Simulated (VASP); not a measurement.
# TiAl5 (P6/mmm) in VASP: further runs, part 2 of 2

VASP 6.6.1. Earlier steps stand in the parts before.

## Step 4: Relaxation of cell and atoms, PBE

File INCAR:

```
SYSTEM = TiAl5
ALGO     = Normal         ! electronic algorithm
EDIFF    = 1E-6           ! SCF threshold, eV
EDIFFG   = -0.04          ! ionic threshold
ENCUT    = 600            ! plane-wave cutoff, eV
GGA      = PE             ! functional
IBRION   = 2              ! ionic algorithm
ISIF     = 3              ! what is computed and relaxed
ISMEAR   = 0              ! smearing method
LASPH    = .True.         ! aspherical terms in the spheres
LCHARG   = .False.        ! write CHGCAR
LREAL    = .False.        ! projectors in reciprocal space
LWAVE    = .False.        ! write WAVECAR
NELM     = 100            ! most SCF steps
NSW      = 90             ! ionic steps
PREC     = Accurate       ! precision mode
SIGMA    = 0.1            ! smearing width, eV
```

File KPOINTS:

```
k-points
0
Gamma
  6 6 4
  0 0 0
```

File POSCAR:

```
TiAl5
1.0
    5.0290785100      0.0000000000      0.0000000000
   -2.5145392500      4.3553097500      0.0000000000
    0.0000000000      0.0000000000      4.0873307000
Ti Al
1 5
Direct
    0.0000000000      0.0000000000      0.0000000000
    0.0000000000      0.5000000000      0.5000000000
    0.3333333300      0.6666666700      0.0000000000
    0.6666666700      0.3333333300      0.0000000000
    0.5000000000      0.0000000000      0.5000000000
    0.5000000000      0.5000000000      0.5000000000
```

Potentials or basis: VASP PAW PBE potentials, release 64 (Ti_sv, Al).

Started as:

```console
> cat potpaw_PBE.64/Ti_sv/POTCAR potpaw_PBE.64/Al/POTCAR > POTCAR
> mpirun -np 1 vasp_std > vasp.out
```

OUTCAR:

```text
SYSTEM = TiAl5
   EDIFF = 1E-6
   EDIFFG = -0.04
   ENCUT = 600
   GGA = PE
   IBRION = 2
   ISIF = 3
   ISMEAR = 0
   LASPH = .True.
   LREAL = .False.
   NELM = 100
   NSW = 90
   PREC = Accurate

 ion  position               nearest neighbor table
   1  0.000  0.000  0.000-   3 2.90   4 2.90   3 2.90   4 2.90   4 2.90   3 2.90
   2  0.000  0.500  0.500-   3 2.51   4 2.51   3 2.51   4 2.51   6 2.51   6 2.51   5 2.51   5 2.51

   3  0.333  0.667  0.000-   5 2.51   5 2.51   2 2.51   2 2.51   6 2.51   6 2.51   1 2.90   4 2.90
                             4 2.90   1 2.90   1 2.90   4 2.90
   4  0.667  0.333  0.000-   5 2.51   5 2.51   2 2.51   2 2.51   6 2.51   6 2.51   1 2.90   3 2.90
                             3 2.90   1 2.90   1 2.90   3 2.90
   5  0.500  0.000  0.500-   3 2.51   4 2.51   3 2.51   4 2.51   6 2.51   6 2.51   2 2.51   2 2.51

   6  0.500  0.500  0.500-   3 2.51   4 2.51   3 2.51   4 2.51   5 2.51   5 2.51   2 2.51   2 2.51

  LATTYP: Found a hexagonal cell.
 ALAT       =     5.0290785100
 C/A-ratio  =     0.8127394893

  Lattice vectors:

 A1 = (   5.0290785100,   0.0000000000,   0.0000000000)
 A2 = (  -2.5145392500,   4.3553097500,   0.0000000000)
 A3 = (   0.0000000000,   0.0000000000,   4.0873307000)

Analysis of symmetry for initial positions (statically):
=====================================================================
 Subroutine PRICEL returns:
[... 182 lines left out ...]
  --------------------------------------------------------------------------------------
  -------------------------------------------------------------------------------------
  Total        8.5742841      8.5742841     13.3980148      0.0000000      0.0000000     -0.0000000
  in kB      153.4479933    153.4479935    239.7749416      0.0000002      0.0000000     -0.0000000
  external PRESSURE =     182.2236428 kB  Pullay stress =       0.0000000 kB
[... 27 lines left out ...]
--------------------------------------- Ionic step        2  -------------------------------------------

 number of electron      26.9999997 magnetization

 E-fermi :   6.7549     XC(G=0):  -9.8693

 val. band max:        6.7492967304   @ k =   0.1667   0.0000   0.2500
 cond. band min:       6.7592792629   @ k =   0.1667   0.1667   0.2500
 fundamental gap:      0.0099825326
 Fermi energy:         6.7548952061

 k-point     1 :       0.0000    0.0000    0.0000
  band No.  band energies     occupation
      1     -50.8214      2.00000
      2     -27.2511      2.00000
      3     -26.9615      2.00000
      4     -26.9615      2.00000
      5      -3.4349      2.00000
      6       1.5116      2.00000
[... 528 lines left out ...]
--------------------------------------- Ionic step        5  -------------------------------------------

 number of electron      27.0000005 magnetization

 Free energy of the ion-electron system (eV)
  ---------------------------------------------------
  ext. energy  EPLUGINS =         0.00000000
  ---------------------------------------------------
  free energy    TOTEN  =       -25.80565060 eV

  energy without entropy =      -25.77466463  energy(sigma->0) =      -25.79015761

 E-fermi :   7.4749     XC(G=0): -10.1595

 val. band max:        7.4728804709   @ k =   0.3333   0.0000   0.5000
 cond. band min:       7.4788191220   @ k =   0.1667   0.0000   0.2500
 fundamental gap:      0.0059386511
 Fermi energy:         7.4748787212

 k-point     1 :       0.0000    0.0000    0.0000
  band No.  band energies     occupation
      1     -49.9696      2.00000
      2     -26.4074      2.00000
      3     -26.1131      2.00000
      4     -26.1131      2.00000
      5      -3.1596      2.00000
      6       2.0126      2.00000
[... 442 lines left out ...]
  FREE ENERGIE OF THE ION-ELECTRON SYSTEM (eV)
  ---------------------------------------------------
  free  energy   TOTEN  =       -25.8056505961 eV

  energy  without entropy=      -25.7746646260  energy(sigma->0) =      -25.79015761

 reached required accuracy - stopping structural energy minimisation
```

OSZICAR:

```text
N       E                     dE             d eps       ncg     rms          rms(c)
DAV:   1     0.162402707125E+03    0.16240E+03   -0.12602E+04   714   0.159E+03
DAV:   2    -0.125995639266E+02   -0.17500E+03   -0.17250E+03   723   0.358E+02
DAV:   3    -0.295937049932E+02   -0.16994E+02   -0.16348E+02  1335   0.876E+01
DAV:   4    -0.300149538319E+02   -0.42125E+00   -0.41770E+00   888   0.128E+01
[... 68 lines left out ...]
DAV:   3    -0.258057664923E+02    0.33535E-03   -0.31240E-03  1171   0.403E-01    0.931E-02
DAV:   4    -0.258056529555E+02    0.11354E-03   -0.11958E-03  1004   0.193E-01    0.217E-02
DAV:   5    -0.258056475235E+02    0.54320E-05   -0.73952E-05  1049   0.519E-02    0.186E-02
DAV:   6    -0.258056499221E+02   -0.23986E-05   -0.15509E-05   988   0.231E-02    0.976E-03
DAV:   7    -0.258056505961E+02   -0.67402E-06   -0.23059E-06   676   0.123E-02
   5 F= -.25805651E+02 E0= -.25790158E+02  d E =-.185845E-02
```

CONTCAR:

```text
TiAl5
   1.00000000000000
     5.2481991893149820    0.0000000002491841    0.0000000000000000
    -2.6240995892238379    4.5450738250091582   -0.0000000000000000
    -0.0000000000000000    0.0000000000000000    4.3963279271489979
  Ti              Al
     1     5
Direct
     0.0000000000000000    1.0000000000000000    0.0000000000000000
     0.0000000000000000    0.5000000000000000    0.5000000000000000
     0.3333333300000021    0.6666666699999979    0.0000000000000000
     0.6666666699999979    0.3333333300000021    0.0000000000000000
     0.5000000000000000    1.0000000000000000    0.5000000000000000
     0.5000000000000000    0.5000000000000000    0.5000000000000000

  0.00000000E+00  0.00000000E+00  0.00000000E+00
  0.00000000E+00  0.00000000E+00  0.00000000E+00
  0.00000000E+00  0.00000000E+00  0.00000000E+00
  0.00000000E+00  0.00000000E+00  0.00000000E+00
  0.00000000E+00  0.00000000E+00  0.00000000E+00
  0.00000000E+00  0.00000000E+00  0.00000000E+00
```

It took 2.4 min on 1 thread of AMD EPYC 9R14 (Zen 4), shared host; peak memory 0.21 GiB.

What came out:

```yaml
Free_energy: -25.8057 eV
Relaxed_volume: 17.48 Å³/atom
Relaxed_cell: a = 5.248 Å, b = 5.248 Å, c = 4.396 Å, α = 90.00°, β = 90.00°, γ = 120.00°
Space_group_after_relaxing_to_0.05_Å: P6/mmm (No. 191)
Energy_gained_by_relaxing: 132.3 meV/atom
Ionic_steps: 5
Pressure_after_relaxing: -0.2 GPa
```

Stress tensor (GPa, compression positive):
```
-0.27  0.00  0.00
 0.00 -0.27  0.00
 0.00  0.00 -0.07
```

The path:
```tsv
step	energy change (eV)	largest force (eV/Å)	pressure (GPa)	volume (Å³)
1	0.0000	0.0000	18.22	89.53
2	-0.6292	0.0000	-5.59	113.31
3	-0.7920	0.0000	-0.07	104.71
4	-0.7918	0.0000	-0.30	105.02
5	-0.7937	0.0000	-0.21	104.87
```

Final structure:
```
Ti Al
1.0
     5.24820    0.00000    0.00000
    -2.62410    4.54507    0.00000
     0.00000    0.00000    4.39633
Ti Al
1 5
Direct
  0.00000 0.00000 0.00000
  0.00000 0.50000 0.50000
  0.33333 0.66667 0.00000
  0.66667 0.33333 0.00000
  0.50000 0.00000 0.50000
  0.50000 0.50000 0.50000
```

Levels at points of the mesh, in eV from the Fermi level:
| k point | band 10 | band 11 | band 12 | band 13 | band 14 | band 15 | band 16 | band 17 |
| --- | --- | --- | --- | --- | --- | --- | --- | --- |
| (0.00, 0.00, 0.00) | -2.92 | -2.30 | -2.30 | -0.38 | 0.25 | 0.25 | 1.07 | 1.40 |
| (0.50, 0.00, 0.00) | -1.65 | -1.46 | -1.41 | -0.54 | -0.18 | 0.11 | 1.34 | 1.53 |
| (0.00, 0.00, 0.50) | -2.31 | -1.96 | -1.96 | -1.87 | -1.87 | 0.27 | 0.27 | 0.78 |
| (0.50, 0.00, 0.50) | -2.96 | -2.96 | -1.79 | -0.06 | 0.44 | 0.88 | 1.31 | 1.56 |

Caveat: the k points lie up to 0.36 Å⁻¹ apart in the final cell; the volume moved by over 15 % at a fixed basis, so the end points are rough.

## Step 5: Single point, PBE, collinear spin, ferromagnetic start

This run uses another cell than the first one, of 17.39 Å³/atom, 1.165 times its volume.

File INCAR:

```
PREC     = Accurate       # precision mode
ENCUT    = 520            # plane-wave cutoff, eV
EDIFF    = 1E-6           # SCF threshold, eV
ISMEAR   = 0              # smearing method
SIGMA    = 0.1            # smearing width, eV
LREAL    = F              # projectors in reciprocal space
LASPH    = T              # aspherical terms in the spheres
NELM     = 150            # most SCF steps
ALGO     = Normal         # electronic algorithm
ISIF     = 2              # what is computed and relaxed
LWAVE    = F              # write WAVECAR
LCHARG   = F              # write CHGCAR
ISPIN    = 2              # spin polarisation
MAGMOM   = 1 0 0 0 0 0    # initial moments
LORBIT   = 11             # projections on sites
LMAXMIX  = 4              # l up to which the mixer works
GGA      = PE             # functional
NBANDS   = 26             # bands
```

File KPOINTS:

```
regular mesh
0
Gamma
  6 6 4
```

File POSCAR:

```
TiAl5
1.0
    5.2383392904      0.0000000000      0.0000000000
   -2.6191696452      4.5365348991      0.0000000000
    0.0000000000      0.0000000000      4.3906100647
Ti Al
1 5
Direct
    0.0000000000      0.0000000000      0.0000000000
    0.0000000000      0.5000000000      0.5000000000
    0.3333333333      0.6666666667      0.0000000000
    0.6666666667      0.3333333333      0.0000000000
    0.5000000000      0.0000000000      0.5000000000
    0.5000000000      0.5000000000      0.5000000000
```

Potentials or basis: VASP PAW PBE potentials, release 64 (Ti_sv, Al).

Started as:

```console
> cat potpaw_PBE.64/Ti_sv/POTCAR potpaw_PBE.64/Al/POTCAR > POTCAR
> mpirun -np 1 vasp_std > vasp.out
```

OUTCAR:

```text
PREC = Accurate
   ENCUT = 520
   EDIFF = 1E-6
   ISMEAR = 0
   LREAL = F
   LASPH = T
   NELM = 150
   ISIF = 2
   ISPIN = 2
   LORBIT = 11
   GGA = PE

 ion  position               nearest neighbor table
   1  0.000  0.000  0.000-   3 3.02   4 3.02   3 3.02   4 3.02   4 3.02   3 3.02
   2  0.000  0.500  0.500-   5 2.62   5 2.62   6 2.62   6 2.62   3 2.67   4 2.67   3 2.67   4 2.67

   3  0.333  0.667  0.000-   5 2.67   5 2.67   2 2.67   2 2.67   6 2.67   6 2.67   4 3.02   1 3.02
                             4 3.02   1 3.02   1 3.02   4 3.02
   4  0.667  0.333  0.000-   5 2.67   5 2.67   2 2.67   2 2.67   6 2.67   6 2.67   3 3.02   1 3.02
                             3 3.02   1 3.02   1 3.02   3 3.02
   5  0.500  0.000  0.500-   2 2.62   6 2.62   6 2.62   2 2.62   3 2.67   4 2.67   4 2.67   3 2.67

   6  0.500  0.500  0.500-   5 2.62   5 2.62   2 2.62   2 2.62   3 2.67   4 2.67   4 2.67   3 2.67

  LATTYP: Found a hexagonal cell.
 ALAT       =     5.2383392904
 C/A-ratio  =     0.8381683242

  Lattice vectors:

 A1 = (   5.2383392904,   0.0000000000,   0.0000000000)
 A2 = (  -2.6191696452,   4.5365348991,   0.0000000000)
 A3 = (   0.0000000000,   0.0000000000,   4.3906100647)

Analysis of symmetry for initial positions (statically):
=====================================================================
 Subroutine PRICEL returns:
 Original cell was already a primitive cell.

 Routine SETGRP: Setting up the symmetry group for a
 hexagonal supercell.

 Subroutine GETGRP returns: Found 24 space group operations
 (whereof 24 operations were pure point group operations)
 out of a pool of 24 trial point group operations.

The static configuration has the point symmetry D_6h.

Analysis of symmetry for dynamics (positions and initial velocities):
=====================================================================
 Subroutine PRICEL returns:
 Original cell was already a primitive cell.

 Routine SETGRP: Setting up the symmetry group for a
 hexagonal supercell.

 Subroutine GETGRP returns: Found 24 space group operations
 (whereof 24 operations were pure point group operations)
 out of a pool of 24 trial point group operations.

The dynamic configuration has the point symmetry D_6h.

Analysis of structural, dynamic, and magnetic symmetry:
=====================================================================
 Subroutine PRICEL returns:
 Original cell was already a primitive cell.

 Routine SETGRP: Setting up the symmetry group for a
 hexagonal supercell.

 Subroutine GETGRP returns: Found 24 space group operations
 (whereof 24 operations were pure point group operations)
 out of a pool of 24 trial point group operations.

The overall configuration has the point symmetry D_6h.

 Subroutine INISYM returns: Found 24 space group operations
 (whereof 24 operations are pure point group operations),
 and found     1 'primitive' translations

----------------------------------------------------------------------------------------

                                     Primitive cell

  volume of cell :     104.3381

  direct lattice vectors                    reciprocal lattice vectors
     5.238339290  0.000000000  0.000000000     0.190900197  0.110216280  0.000000000
    -2.619169645  4.536534899  0.000000000     0.000000000  0.220432560  0.000000000
     0.000000000  0.000000000  4.390610065     0.000000000  0.000000000  0.227758782

  length of vectors
     5.238339290  5.238339290  4.390610065     0.220432560  0.220432560  0.227758782

[... 96 lines left out ...]
   NUPDOWN=      -1.0000    fix difference up-down
   EMIN   =  10.00;   EMAX   =-10.00  energy-range for DOS
   EFERMI =   0.00;   METHOD = LEGACY
   ISMEAR =     0;   SIGMA  =   0.10  broadening in eV -4-tet -1-fermi 0-gaus
   EFERMI_NEDOS =   21; number of points for ismear=-14 and -15
   IALGO  =     38    algorithm
   IMIX   =      4    mixing-type and parameters
     AMIX     =   0.40;   BMIX     =  1.00
     AMIX_MAG =   1.60;   BMIX_MAG =  1.00
  volume/ion in A,a.u.               =      17.39       117.35
  Fermi-wavevector in a.u.,A,eV,Ry     =   1.043234  1.971427 14.807733  1.088338
  Thomas-Fermi vector in A             =   2.177934
   LORBIT       =     11    0 simple, 1 ext, 2 COOP (PROOUT), +10 PAW based schemes
   GGA     = PE    functional components
   LHFCALC =     F    Hartree Fock is set to
   AEXX    =    0.0000 exact exchange contribution
   IVDW    =     0    specifies the selected vdW correction
   LEPSILON=     F    determine dielectric tensor
   LRPA    =     F    only Hartree local field effects (RPA)
 spin polarized calculation
 Gauss-broadening in eV      SIGMA  =   0.10
  energy-cutoff  :      520.00
  volume of cell :      104.34
 maximum number of plane-waves:      2826
 NGX is ok and might be reduce to    40
   NGX = 19   NGY = 19   NGZ = 17

 number of electron      27.0000005 magnetization      -0.0027608

 number of electron      27.0000005 magnetization       0.0012139

 Free energy of the ion-electron system (eV)
  ---------------------------------------------------
  ext. energy  EPLUGINS =         0.00000000
  ---------------------------------------------------
  free energy    TOTEN  =       -25.80693836 eV

  energy without entropy =      -25.77609590  energy(sigma->0) =      -25.79151713

 E-fermi :   7.5239     XC(G=0): -10.1787

 val. band max:        7.5221580240   @ k =   0.3333  -0.0000   0.5000
 cond. band min:       7.5282553593   @ k =   0.1667   0.0000   0.2500
 fundamental gap:      0.0060973353
 Fermi energy:         7.5239293171

 spin component 1

 k-point     1 :       0.0000    0.0000    0.0000
  band No.  band energies     occupation
      1     -49.9105      1.00000
      2     -26.3487      1.00000
      3     -26.0541      1.00000
      4     -26.0541      1.00000
      5      -3.1403      1.00000
      6       2.0506      1.00000
[... 577 lines left out ...]
     24      13.8272      0.00000
     25      13.8272      0.00000
 Fermi energy:         7.5239293171

 spin component 2

 k-point     1 :       0.0000    0.0000    0.0000
  band No.  band energies     occupation
      1     -49.9095      1.00000
      2     -26.3479      1.00000
      3     -26.0531      1.00000
      4     -26.0531      1.00000
      5      -3.1403      1.00000
      6       2.0506      1.00000
[... 577 lines left out ...]
     24      13.8271      0.00000
     25      13.8271      0.00000
 [bands above 25 left out]

------------------------ aborting loop because EDIFF is reached ----------------------------------------

  FORCE on cell =-STRESS in cart. coord.  units (eV):
  Direction    XX          YY          ZZ          XY          YZ          ZX
  --------------------------------------------------------------------------------------
  -------------------------------------------------------------------------------------
  Total        0.1088425      0.1088425      0.2111865     -0.0000000     -0.0000000      0.0000000
  in kB        1.6713460      1.6713460      3.2429037     -0.0000000     -0.0000000      0.0000000
  external PRESSURE =       2.1951985 kB  Pullay stress =       0.0000000 kB

 VOLUME and BASIS-vectors are now :
 -----------------------------------------------------------------------------
  energy-cutoff  :      520.00
  volume of cell :      104.34
      direct lattice vectors                 reciprocal lattice vectors
     5.238339290  0.000000000  0.000000000     0.190900197  0.110216280  0.000000000
    -2.619169645  4.536534899  0.000000000     0.000000000  0.220432560  0.000000000
     0.000000000  0.000000000  4.390610065     0.000000000  0.000000000  0.227758782

 POSITION                                       TOTAL-FORCE (eV/Angst)
 -----------------------------------------------------------------------------------
      0.00000      0.00000      0.00000        -0.000000      0.000000      0.000000
     -1.30958      2.26827      2.19531        -0.000000      0.000000      0.000000
     -0.00000      3.02436      0.00000         0.000000      0.000000      0.000000
      2.61917      1.51218      0.00000         0.000000      0.000000     -0.000000
      2.61917      0.00000      2.19531        -0.000000      0.000000      0.000000
      1.30958      2.26827      2.19531        -0.000000      0.000000      0.000000
 -----------------------------------------------------------------------------------
    total drift:                                0.000000     -0.000000      0.000000

  FREE ENERGIE OF THE ION-ELECTRON SYSTEM (eV)
  ---------------------------------------------------
  free  energy   TOTEN  =       -25.8069383641 eV

  energy  without entropy=      -25.7760958978  energy(sigma->0) =      -25.79151713

 total charge

# of ion       s       p       d       tot
------------------------------------------
    1        2.140   6.037   1.852  10.029
    2        0.424   0.390   0.000   0.814
    3        0.419   0.382   0.000   0.800
    4        0.419   0.382   0.000   0.800
    5        0.424   0.390   0.000   0.814
    6        0.424   0.390   0.000   0.814
--------------------------------------------------
tot          4.251   7.969   1.852  14.071

 magnetization (x)

# of ion       s       p       d       tot
------------------------------------------
    1        0.000   0.000   0.001   0.001
    2       -0.000  -0.000   0.000  -0.000
    3       -0.000   0.000   0.000   0.000
    4       -0.000   0.000   0.000   0.000
    5       -0.000  -0.000   0.000  -0.000
    6       -0.000  -0.000   0.000  -0.000
--------------------------------------------------
tot         -0.000   0.000   0.001   0.001
```

It took 2.3 min on 1 thread of Intel Xeon Platinum 8559C (Emerald Rapids), shared host; peak memory 0.31 GiB.

Results:

```
Free energy                                           : -25.8069 eV
Pressure                                              : 0.2 GPa
Net moment                                            : 0.00 μB per cell
Valence electrons inside the program's atomic spheres : Ti 10.03; Al 0.81, 0.80
```

## Step 6: Overview

| task | spin | cell | cutoff (eV) | gap on the mesh (eV) | pressure (GPa) |
| --- | --- | --- | --- | --- | --- |
| single point | off | a = 5.029, b = 5.029, c = 4.087 Å, angles 90.0, 90.0, 120.0°, 6 atoms | 520 | none | 18.2 |
| single point | off | a = 5.238, b = 5.238, c = 4.391 Å, angles 90.0, 90.0, 120.0°, 6 atoms | 520 | none | 0.2 |
| relaxation of cell and atoms | off | relaxed from a = 5.029, b = 5.029, c = 4.087 Å, angles 90.0, 90.0, 120.0°, 6 atoms | 600 | none | -0.2 |
| single point | collinear, ferromagnetic start | a = 5.238, b = 5.238, c = 4.391 Å, angles 90.0, 90.0, 120.0°, 6 atoms | 520 | none | 0.2 |

Alike in all rows: level PBE; potentials or basis VASP PAW PBE potentials, release 64 (Ti_sv, Al); k mesh 6 × 6 × 4; smearing gaussian 0.1 eV.

Caveats: some runs use coarse meshes; the volume moved by over 15 % at a fixed basis, so the end points are rough (some runs).

Total energies depend on the potentials used, so only differences within one code and one set of settings carry meaning.
